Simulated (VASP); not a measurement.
## ZrO2: single point with PBE

The system is ZrO2.

```
Zr O
1.0
     0.00000   -7.24200    5.28244
    -7.24200    0.00000   -5.28244
     7.24200    0.00000   -5.28244
Zr O
16 32
Cartesian
  3.6210 0.0000 -5.2824
  -3.6210 -3.6210 0.0000
  0.0000 0.0000 -5.2824
  0.0000 0.0000 -10.5649
  0.0000 -3.6210 0.0000
  0.0000 -3.6210 -5.2824
  -3.6210 0.0000 -5.2824
  3.6210 -3.6210 0.0000
  5.4315 -1.8105 -2.6412
  -1.8105 -5.4315 2.6412
  1.8105 -1.8105 -2.6412
  -5.4315 -1.8105 -2.6412
  1.8105 -5.4315 2.6412
  1.8105 -5.4315 -2.6412
  -1.8105 -1.8105 -2.6412
  -1.8105 -5.4315 -2.6412
  0.0000 -1.8105 -8.9422
  0.0000 -5.4315 1.6227
  3.6210 -1.8105 -3.6597
  -3.6210 -1.8105 -3.6597
  -3.6210 -5.4315 -3.6597
  3.6210 -5.4315 -3.6597
  0.0000 -1.8105 -3.6597
  0.0000 -5.4315 -3.6597
  -3.6210 -1.8105 -6.3009
  3.6210 -5.4315 -1.0185
  0.0000 -1.8105 -1.0185
  0.0000 -1.8105 -6.3009
  0.0000 -5.4315 -6.3009
  0.0000 -5.4315 -1.0185
  3.6210 -1.8105 -6.3009
  -3.6210 -5.4315 -1.0185
  -1.8105 0.0000 -6.9051
  5.4315 -3.6210 -1.6227
  1.8105 0.0000 -1.6227
  1.8105 0.0000 -6.9051
  -5.4315 -3.6210 -1.6227
  1.8105 -3.6210 -1.6227
  -1.8105 0.0000 -1.6227
  -1.8105 -3.6210 -1.6227
  -1.8105 -3.6210 1.0185
  -1.8105 -7.2420 1.0185
  1.8105 -3.6210 -4.2639
  1.8105 -3.6210 1.0185
  1.8105 -7.2420 1.0185
  -5.4315 -7.2420 1.0185
  -1.8105 -3.6210 -4.2639
  5.4315 -7.2420 1.0185
```

- Program: VASP 6.6.1
- Task: single point
- Functional: PBE
- Potentials or basis: VASP PAW PBE potentials, release 64 (Zr_sv, O)
- Cutoff: 600 eV
- k mesh: 2 × 2 × 2, shifted
- Occupations: gaussian, width 0.01 eV
- Spin: no spin polarisation
- Dipole correction: no
- Further INCAR settings: LREAL = Auto; ALGO = Normal; EDIFF = 1e-06; NBANDS = 222

```json
{
 "Pressure": "0.1 GPa",
 "Largest force": "0.020 eV/Å",
 "Band gap on the k mesh": "4.21 eV"
}
```

Forces in eV/Å, atoms in the order of the input:
```
Zr   0.000  0.000  0.000
Zr   0.000  0.000  0.000
Zr   0.000  0.000  0.000
Zr   0.000  0.000  0.000
Zr   0.000  0.000  0.000
Zr   0.000  0.000  0.000
Zr   0.000  0.000  0.000
Zr   0.000  0.000  0.000
Zr   0.000  0.000  0.000
Zr   0.000  0.000  0.000
Zr   0.000  0.000  0.000
Zr   0.000  0.000  0.000
Zr   0.000  0.000  0.000
Zr   0.000  0.000  0.000
Zr   0.000  0.000  0.000
Zr   0.000  0.000  0.000
O    0.000  0.000 -0.020
O    0.000  0.000 -0.020
O    0.000  0.000 -0.020
O    0.000  0.000 -0.020
O    0.000  0.000 -0.020
O    0.000  0.000 -0.020
O    0.000  0.000 -0.020
O    0.000  0.000 -0.020
O    0.000  0.000 -0.020
O    0.000  0.000 -0.020
O    0.000  0.000 -0.020
O    0.000  0.000 -0.020
O    0.000  0.000 -0.020
O    0.000  0.000 -0.020
O    0.000  0.000 -0.020
O    0.000  0.000 -0.020
O    0.000  0.000  0.020
O    0.000  0.000  0.020
O    0.000  0.000  0.020
O    0.000  0.000  0.020
O    0.000  0.000  0.020
O    0.000  0.000  0.020
O    0.000  0.000  0.020
O    0.000  0.000  0.020
O    0.000  0.000  0.020
O    0.000  0.000  0.020
O    0.000  0.000  0.020
O    0.000  0.000  0.020
O    0.000  0.000  0.020
O    0.000  0.000  0.020
O    0.000  0.000  0.020
O    0.000  0.000  0.020
```

Stress tensor (GPa, compression positive):
```
0.16 0.00 0.00
0.00 0.16 0.00
0.00 0.00 0.04
```

Levels at points of the mesh, in eV from the valence-band top:
```
           k point  band 189  band 190  band 191  band 192  band 193  band 194  band 195  band 196
(0.25, 0.25, 0.25)     -0.25     -0.25     -0.25     -0.25      4.71      4.71      4.71      4.71
```

Wall time 16 min on 1 thread of Intel(R) Xeon(R) Platinum 8259CL CPU @ 2.50GHz (Skylake/Cascade Lake) (shared host), peak memory 0.9 GiB.

Caveat: a shifted mesh leaves out Γ, where band edges can lie. A k mesh can miss the band edges.
